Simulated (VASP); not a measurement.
# C (I4_1/amd) in VASP: notebook

C is run at these levels: r2SCAN; tasks: single point.

Program: VASP 6.6.1. These are calculated values, not measurements. Logs are shortened: lines on timing, memory, paths and dates and some standing lists are left out, and cuts for length are marked.

### 1 The cell of the first run

It takes space group I4_1/amd (No. 141, tetragonal). Conventional cell: a = 2.522 Å, b = 2.522 Å, c = 3.674 Å, α = 90.00°, β = 90.00°, γ = 90.00°. Within 2.1 Å of C (site symmetry -4m2) lie 4 C at 1.56 Å.

### 2 Single point, r2SCAN (strain +0.000 along x and y, +0.030 along z)

Input file POSCAR:

```
C
1.0
    0.0000000000      1.7834000000      1.8369020000
    1.7834000000      0.0000000000      1.8369020000
    1.7834000000      1.7834000000      0.0000000000
C
2
Direct
    0.5000000000      0.5000000000      0.5000000000
    0.7500000000      0.7500000000      0.7500000000
```

Input file INCAR.step1:

```
PREC = Accurate
ENCUT = 1430
ISMEAR = 0
SIGMA = 0.05
LREAL = False
LASPH = True
NELM = 120
NBANDS = 11
GGA = PE
ALGO = Normal
EDIFF = 1E-5
LWAVE = True
LCHARG = False
GGA_COMPAT = False
```

Input file INCAR.step2:

```
PREC = Accurate
ENCUT = 1430
EDIFF = 1E-6
ISMEAR = 0
SIGMA = 0.05
LREAL = False
LASPH = True
NELM = 120
ALGO = Normal
ISIF = 2
LWAVE = False
LCHARG = False
METAGGA = R2SCAN
LMIXTAU = True
NBANDS = 11
ISTART = 1
GGA_COMPAT = False
```

Input file KPOINTS:

```
regular mesh
0
Gamma
  12 12 12
```

Potentials or basis: VASP PAW PBE potentials, release 64 (C_h).

Started as:

```
> cat potpaw_PBE.64/C_h/POTCAR > POTCAR
> cp INCAR.step1 INCAR
> mpirun -np 1 vasp_std > vasp.out
> cp INCAR.step2 INCAR
> mpirun -np 1 vasp_std > vasp.out
```

OUTCAR:

```text
PREC = Accurate
   ENCUT = 1430
   EDIFF = 1E-6
   ISMEAR = 0
   LREAL = False
   LASPH = True
   NELM = 120
   ISIF = 2
   METAGGA = R2SCAN
   ISTART = 1

 ion  position               nearest neighbor table
   1  0.500  0.500  0.500-
   2  0.750  0.750  0.750-

  LATTYP: Found a body centered tetragonal cell.
 ALAT       =     2.5221084671
 C/A-ratio  =     1.4566399692

  Lattice vectors:

 A1 = (  -1.7834000000,   0.0000000000,   1.8369020000)
 A2 = (   1.7834000000,   0.0000000000,   1.8369020000)
 A3 = (   0.0000000000,   1.7834000000,  -1.8369020000)

Analysis of symmetry for initial positions (statically):
=====================================================================
 Subroutine PRICEL returns:
 Original cell was already a primitive cell.

 Routine SETGRP: Setting up the symmetry group for a
 body centered tetragonal supercell.

 Subroutine GETGRP returns: Found 16 space group operations
 (whereof  8 operations were pure point group operations)
 out of a pool of 16 trial point group operations.

The static configuration has the point symmetry D_2d.
 The point group associated with its full space group is D_4h.

Analysis of symmetry for dynamics (positions and initial velocities):
=====================================================================
 Subroutine PRICEL returns:
 Original cell was already a primitive cell.

 Routine SETGRP: Setting up the symmetry group for a
 body centered tetragonal supercell.

 Subroutine GETGRP returns: Found 16 space group operations
 (whereof  8 operations were pure point group operations)
 out of a pool of 16 trial point group operations.

The dynamic configuration has the point symmetry D_2d.
 The point group associated with its full space group is D_4h.

 Subroutine INISYM returns: Found 16 space group operations
 (whereof  8 operations are pure point group operations),
 and found     1 'primitive' translations

----------------------------------------------------------------------------------------

                                     Primitive cell

  volume of cell :      11.6846

  direct lattice vectors                    reciprocal lattice vectors
     0.000000000  1.783400000  1.836902000    -0.280363351  0.280363351  0.272197428
     1.783400000  0.000000000  1.836902000     0.280363351 -0.280363351  0.272197428
     1.783400000  1.783400000  0.000000000     0.280363351  0.280363351 -0.272197428

  length of vectors
     2.560219623  2.560219623  2.522108467     0.480935190  0.480935190  0.480935190

  position of ions in fractional coordinates (direct lattice)
     0.500000000  0.500000000  0.500000000
     0.750000000  0.750000000  0.750000000

  ion indices of the primitive-cell ions
   primitive index   ion index
                 1           1
                 2           2

----------------------------------------------------------------------------------------

 KPOINTS: regular mesh

Automatic generation of k-mesh.
 Grid dimensions read from file:
 generate k-points for:   12   12   12

 Generating k-lattice:

  Cartesian coordinates                     Fractional coordinates (reciprocal lattice)
    -0.023363613  0.023363613  0.022683119     0.083333333 -0.000000000  0.000000000
     0.023363613 -0.023363613  0.022683119    -0.000000000  0.083333333  0.000000000
     0.023363613  0.023363613 -0.022683119     0.000000000  0.000000000  0.083333333

  Length of vectors
     0.040077932  0.040077932  0.040077932

  Shift w.r.t. Gamma in fractional coordinates (k-lattice)
     0.000000000  0.000000000  0.000000000

 Subroutine IBZKPT returns following result:
 ===========================================

 Found    163 irreducible k-points:

 Following reciprocal coordinates:
            Coordinates               Weight
  0.000000  0.000000  0.000000      1.000000
  0.083333 -0.000000  0.000000      8.000000
  0.166667  0.000000  0.000000      8.000000
  0.250000 -0.000000  0.000000      8.000000
  0.333333 -0.000000  0.000000      8.000000
  0.416667 -0.000000  0.000000      8.000000
[... 16 lines left out ...]
  0.500000  0.166667  0.000000      8.000000
 -0.416667  0.166667  0.000000      8.000000
 [... further k-points ...]
   k-points           NKPTS =    163   k-points in BZ     NKDIM =    163   number of bands    NBANDS=     11
   number of dos      NEDOS =    301   number of ions     NIONS =      2
   total plane-waves  NPLWV =  32768
   dimension x,y,z NGX =    32 NGY =   32 NGZ =   32
   dimension x,y,z NGXF=    64 NGYF=   64 NGZF=   64
   ions per type =               2
   NGX,Y,Z   is equivalent  to a cutoff of  20.78, 20.78, 21.09 a.u.
   NGXF,Y,Z  is equivalent  to a cutoff of  41.56, 41.56, 42.19 a.u.
 SYSTEM =  unknown system
   PREC   = accura    normal or accurate (medium, high low for compatibility)
   ISTART =      1    job   : 0-new  1-cont  2-samecut
   ICHARG =      0    charge: 1-file 2-atom 10-const
   ISPIN  =      1    spin polarized calculation?
   LNONCOLLINEAR =      F non collinear calculations
   LSORBIT =      F    spin-orbit coupling
   LASPH  =      T    aspherical Exc in radial PAW
   ENCUT  = 1430.0 eV 105.10 Ry   10.25 a.u.   7.89  7.89  7.78*2*pi/ulx,y,z
   NELM   =    120;   NELMIN=  2; NELMDL=  0     # of ELM steps
   EDIFF  = 0.1E-05   stopping-criterion for ELM
   LREAL  =      F    real-space projection
   EDIFFG = 0.1E-04   stopping-criterion for IOM
   NSW    =      0    number of steps for IOM
   IBRION =     -1    ionic relax: 0-MD 1-quasi-New 2-CG
   NFREE  =      0    steps in history (QN), initial steepest desc. (CG)
   ISIF   =      2    stress and relaxation
   ISYM   =      2    0-nonsym 1-usesym 2-fastsym
   POTIM  = 0.5000    time-step for ionic-motion
   TEBEG  =    0.0;   TEEND  =   0.0 temperature during run
   PSTRESS=    0.0 pullay stress
   NELECT =       8.0000    total number of electrons
   NUPDOWN=      -1.0000    fix difference up-down
   EMIN   =  10.00;   EMAX   =-10.00  energy-range for DOS
   EFERMI =   0.00;   METHOD = LEGACY
   ISMEAR =     0;   SIGMA  =   0.05  broadening in eV -4-tet -1-fermi 0-gaus
   EFERMI_NEDOS =   21; number of points for ismear=-14 and -15
   IALGO  =     38    algorithm
   IMIX   =      4    mixing-type and parameters
     AMIX     =   0.40;   BMIX     =  1.00
     AMIX_MAG =   1.60;   BMIX_MAG =  1.00
  volume/ion in A,a.u.               =       5.84        39.43
  Fermi-wavevector in a.u.,A,eV,Ry     =   1.442891  2.726669 28.326455  2.081936
  Thomas-Fermi vector in A             =   2.561361
   LORBIT       =      0    0 simple, 1 ext, 2 COOP (PROOUT), +10 PAW based schemes
   METAGGA = R2SCAN    functional components
   LHFCALC =     F    Hartree Fock is set to
   AEXX    =    0.0000 exact exchange contribution
   IVDW    =     0    specifies the selected vdW correction
   LEPSILON=     F    determine dielectric tensor
   LRPA    =     F    only Hartree local field effects (RPA)
 non-spin polarized calculation
 Gauss-broadening in eV      SIGMA  =   0.05
  energy-cutoff  :     1430.00
  volume of cell :       11.68
 maximum number of plane-waves:      1451
   NGX = 15   NGY = 15   NGZ = 15

 number of electron       8.0000000 magnetization

 Free energy of the ion-electron system (eV)
  ---------------------------------------------------
  ext. energy  EPLUGINS =         0.00000000
  ---------------------------------------------------
  free energy    TOTEN  =       -19.68188909 eV

  energy without entropy =      -19.68188909  energy(sigma->0) =      -19.68188909

 E-fermi :  10.9623     XC(G=0): -14.1095

 val. band max:       10.6070157418   @ k =   0.0000   0.0000   0.0000
 cond. band min:      14.5242102060   @ k =   0.3333   0.0000   0.3333
 fundamental gap:      3.9171944642
 Fermi energy:        10.9623136352

 k-point     1 :       0.0000    0.0000    0.0000
  band No.  band energies     occupation
      1     -11.8157      2.00000
      2      10.1339      2.00000
      3      10.6070      2.00000
      4      10.6070      2.00000
      5      16.1230      0.00000
      6      16.1230      0.00000
      7      16.5129      0.00000
      8      23.5778      0.00000
      9      30.4552      0.00000
     10      36.5918      0.00000
     11      37.9321      0.00000

 k-point     2 :       0.0833   -0.0000    0.0000
  band No.  band energies     occupation
      1     -11.6189      2.00000
      2       9.1264      2.00000
      3       9.9971      2.00000
      4      10.2828      2.00000
      5      16.5672      0.00000
      6      16.6481      0.00000
      7      17.1335      0.00000
      8      23.8045      0.00000
      9      30.7971      0.00000
     10      34.7801      0.00000
     11      36.0824      0.00000

 k-point     3 :       0.1667    0.0000    0.0000
  band No.  band energies     occupation
      1     -11.0312      2.00000
      2       6.5337      2.00000
      3       9.2171      2.00000
      4       9.5845      2.00000
      5      17.5223      0.00000
      6      17.5454      0.00000
      7      18.2163      0.00000
      8      24.4654      0.00000
      9      31.5007      0.00000
     10      33.3941      0.00000
     11      34.3281      0.00000
[... 267 lines left out ...]
 k-point    23 :       0.5000    0.1667    0.0000
  band No.  band energies     occupation
      1      -6.0801      2.00000
      2      -1.8632      2.00000
      3       4.9435      2.00000
      4       6.6601      2.00000
      5      18.1817      0.00000
      6      21.5459      0.00000
      7      21.6292      0.00000
      8      25.6495      0.00000
      9      31.2937      0.00000
     10      34.8216      0.00000
     11      37.8594      0.00000

 k-point    24 :      -0.4167    0.1667    0.0000
  band No.  band energies     occupation
      1      -5.5590      2.00000
      2      -2.4919      2.00000
      3       4.4694      2.00000
      4       7.0574      2.00000
      5      18.6644      0.00000
      6      21.0952      0.00000
      7      21.4832      0.00000
      8      26.5765      0.00000
      9      30.8332      0.00000
     10      35.4056      0.00000
     11      35.7899      0.00000

 [... further k-points ...]

------------------------ aborting loop because EDIFF is reached ----------------------------------------

  FORCE on cell =-STRESS in cart. coord.  units (eV):
  Direction    XX          YY          ZZ          XY          YZ          ZX
  --------------------------------------------------------------------------------------
  -------------------------------------------------------------------------------------
  Total       -0.4125795     -0.4125795     -2.5340745      0.0000000      0.0000000      0.0000000
  in kB      -56.5724170    -56.5724170   -347.4693102      0.0000000      0.0000000      0.0000000
  external PRESSURE =    -153.5380480 kB  Pullay stress =       0.0000000 kB

 VOLUME and BASIS-vectors are now :
 -----------------------------------------------------------------------------
  energy-cutoff  :     1430.00
  volume of cell :       11.68
      direct lattice vectors                 reciprocal lattice vectors
     0.000000000  1.783400000  1.836902000    -0.280363351  0.280363351  0.272197428
     1.783400000  0.000000000  1.836902000     0.280363351 -0.280363351  0.272197428
     1.783400000  1.783400000  0.000000000     0.280363351  0.280363351 -0.272197428

 POSITION                                       TOTAL-FORCE (eV/Angst)
 -----------------------------------------------------------------------------------
      1.78340      1.78340      1.83690        -0.000000     -0.000000      0.000000
      2.67510      2.67510      2.75535         0.000000      0.000000     -0.000000
 -----------------------------------------------------------------------------------
    total drift:                               -0.000000     -0.000000      0.000000

  FREE ENERGIE OF THE ION-ELECTRON SYSTEM (eV)
  ---------------------------------------------------
  free  energy   TOTEN  =       -19.6818890946 eV

  energy  without entropy=      -19.6818890946  energy(sigma->0) =      -19.68188909
```

It took 2.7 min on 1 thread of Intel Xeon Platinum 8259CL at 2.50GHz (Skylake/Cascade Lake), shared host; peak memory 0.22 GiB.

Results:

```
Free energy            : -19.6819 eV
Pressure               : -15.4 GPa
Band gap on the k mesh : 3.92 eV (least direct gap 5.52 eV)
```

Levels at points of the mesh, in eV from the valence-band top:
```
           k point  band 1  band 2  band 3  band 4  band 5  band 6  band 7  band 8  band 9
(0.00, 0.00, 0.00)  -22.42   -0.47    0.00    0.00    5.52    5.52    5.91   12.97   19.85
(0.50, 0.00, 0.00)  -16.65  -13.85   -3.32   -2.77    7.98    8.75    9.10   16.29   22.57
(0.50, 0.50, 0.00)  -13.81  -13.81   -6.31   -6.31    5.27    5.27   17.17   17.17   23.59
(0.50, 0.00, 0.50)  -13.36  -13.36   -6.75   -6.75    4.57    4.57   17.30   17.30   23.99
```

Caveat: the cell differs from its parent crystal (strain +0.000 along x and y, +0.030 along z); the stress differs along the axes, from -35 to -6 GPa; the PAW data sets were made with another functional, which shifts forces and pressure a little. A k mesh can miss the band edges.

### 3 Single point, r2SCAN (strain +0.015 along x and y, -0.030 along z)

Input file POSCAR:

```
C
1.0
    0.0000000000      1.8101510000      1.7298980000
    1.8101510000      0.0000000000      1.7298980000
    1.8101510000      1.8101510000      0.0000000000
C
2
Direct
    0.5000000000      0.5000000000      0.5000000000
    0.7500000000      0.7500000000      0.7500000000
```

Input file INCAR.step1:

```
  ALGO = Normal
  EDIFF = 1E-5
  ENCUT = 1430
  GGA = PE
  GGA_COMPAT = F
  ISMEAR = 0
  LASPH = T
  LCHARG = F
  LREAL = F
  LWAVE = T
  NBANDS = 11
  NELM = 120
  PREC = Accurate
  SIGMA = 0.05
```

Input file INCAR.step2:

```
  ALGO = Normal
  EDIFF = 1E-6
  ENCUT = 1430
  GGA_COMPAT = F
  ISIF = 2
  ISMEAR = 0
  ISTART = 1
  LASPH = T
  LCHARG = F
  LMIXTAU = T
  LREAL = F
  LWAVE = F
  METAGGA = R2SCAN
  NBANDS = 11
  NELM = 120
  PREC = Accurate
  SIGMA = 0.05
```

Input file KPOINTS:

```
k-points
0
Gamma
  12 12 12
```

Potentials or basis: VASP PAW PBE potentials, release 64 (C_h).

Started as:

```
> cat potpaw_PBE.64/C_h/POTCAR > POTCAR
> cp INCAR.step1 INCAR
> mpirun -np 1 vasp_std > vasp.out
> cp INCAR.step2 INCAR
> mpirun -np 1 vasp_std > vasp.out
```

Wall time 75 s (1 thread of Intel Xeon 6975P-C (Granite Rapids), shared host); peak memory 0.22 GiB.

Results (log left out):

- Free energy: -19.6757 eV
- Pressure: -2.7 GPa
- Band gap on the k mesh: 3.19 eV (least direct gap 5.04 eV)

Stress tensor (GPa, compression positive):
```
-16.93   0.00   0.00
  0.00 -16.93   0.00
  0.00   0.00  25.77
```

Levels at points of the mesh, in eV from the valence-band top:
```csv
k point,band 1,band 2,band 3,band 4,band 5,band 6,band 7,band 8,band 9
"(0.00, 0.00, 0.00)",-23.13,-0.68,-0.68,0.00,5.04,5.65,5.65,13.38,19.98
"(0.50, 0.00, 0.00)",-17.18,-14.48,-3.83,-3.01,7.81,8.26,9.54,16.31,22.70
"(0.50, 0.50, 0.00)",-13.53,-13.53,-7.55,-7.55,3.84,3.84,17.62,17.62,24.60
"(0.50, 0.00, 0.50)",-14.26,-14.26,-6.85,-6.85,4.96,4.96,17.27,17.27,23.85
```

Caveat: the cell differs from its parent crystal (strain +0.015 along x and y, -0.030 along z); the stress differs along the axes, from -17 to 26 GPa; the PAW data sets were made with another functional, which shifts forces and pressure a little.

### 4 Single point, r2SCAN (strain +0.015 along x and y, +0.000 along z)

Input file POSCAR:

```
C
1.0
    0.0000000000      1.8101510000      1.7834000000
    1.8101510000      0.0000000000      1.7834000000
    1.8101510000      1.8101510000      0.0000000000
C
2
Direct
    0.5000000000      0.5000000000      0.5000000000
    0.7500000000      0.7500000000      0.7500000000
```

Input file INCAR.step1:

```
ALGO     = Normal         # electronic algorithm
EDIFF    = 1E-5           # SCF threshold, eV
ENCUT    = 1430           # plane-wave cutoff, eV
GGA      = PE             # functional
GGA_COMPAT= False        
ISMEAR   = 0              # smearing method
LASPH    = True           # aspherical terms in the spheres
LCHARG   = False          # write CHGCAR
LREAL    = False          # projectors in reciprocal space
LWAVE    = True           # write WAVECAR
NBANDS   = 11             # bands
NELM     = 120            # most SCF steps
PREC     = Accurate       # precision mode
SIGMA    = 0.05           # smearing width, eV
```

Input file INCAR.step2:

```
ALGO     = Normal         # electronic algorithm
EDIFF    = 1E-6           # SCF threshold, eV
ENCUT    = 1430           # plane-wave cutoff, eV
GGA_COMPAT= False        
ISIF     = 2              # what is computed and relaxed
ISMEAR   = 0              # smearing method
ISTART   = 1            
LASPH    = True           # aspherical terms in the spheres
LCHARG   = True           # write CHGCAR
LELF     = True           # ELF
LMIXTAU  = True         
LREAL    = False          # projectors in reciprocal space
LVHAR    = True         
LWAVE    = False          # write WAVECAR
METAGGA  = R2SCAN         # meta-GGA
NBANDS   = 11             # bands
NELM     = 120            # most SCF steps
PREC     = Accurate       # precision mode
SIGMA    = 0.05           # smearing width, eV
```

KPOINTS is that of step 3.

Started as:

```
> cat potpaw_PBE.64/C_h/POTCAR > POTCAR
> cp INCAR.step1 INCAR
> mpirun -np 1 vasp_std > vasp.out
> cp INCAR.step2 INCAR
> mpirun -np 1 vasp_std > vasp.out
```

It took 1.7 min on 1 thread of AMD EPYC 9R45 (Zen 5), shared host; peak memory 0.19 GiB.

The run converged. Its results:

* Free energy: -19.6972 eV
* Pressure: -15.5 GPa
* Band gap on the k mesh: 3.91 eV (least direct gap 5.51 eV)

Stress tensor (GPa, compression positive):
```
-20.14   0.00   0.00
  0.00 -20.14   0.00
  0.00   0.00  -6.14
```

Levels at points of the mesh, in eV from the valence-band top:
```tsv
k point	band 2	band 3	band 4	band 5	band 6	band 7
(0.00, 0.00, 0.00)	-0.23	-0.23	0.00	5.51	5.71	5.71
(0.50, 0.00, 0.00)	-13.84	-3.17	-2.90	8.35	8.57	8.92
(0.50, 0.50, 0.00)	-13.35	-6.75	-6.75	4.57	4.57	17.35
(0.50, 0.00, 0.50)	-13.58	-6.53	-6.53	4.93	4.93	17.25
```

Caveat: the cell differs from its parent crystal (strain +0.015 along x and y, +0.000 along z); the stress differs along the axes, from -20 to -6 GPa; the PAW data sets were made with another functional, which shifts forces and pressure a little.

### 5 The runs side by side

| cell | gap on the mesh (eV) | pressure (GPa) |
| --- | --- | --- |
| a = 2.560, b = 2.560, c = 2.522 Å, angles 60.5, 60.5, 59.0°, 2 atoms | 3.92 | -15.4 |
| a = 2.504, b = 2.504, c = 2.560 Å, angles 59.3, 59.3, 61.5°, 2 atoms | 3.19 | -2.7 |
| a = 2.541, b = 2.541, c = 2.560 Å, angles 59.8, 59.8, 60.5°, 2 atoms | 3.91 | -15.5 |

Alike in all rows: task single point; level r2SCAN; potentials or basis VASP PAW PBE potentials, release 64 (C_h); no spin polarisation; k mesh 12 × 12 × 12; cutoff (eV) 1430; smearing gaussian 0.05 eV.

Caveats: the PAW data sets were made with another functional, which shifts forces and pressure a little; the stress differs along the axes, from -35 to -6 GPa (at least some runs); the stress differs along the axes, from -17 to 26 GPa (at least some runs); the stress differs along the axes, from -20 to -6 GPa (at least some runs).

Absolute energies hang on the potentials; compare differences alone.
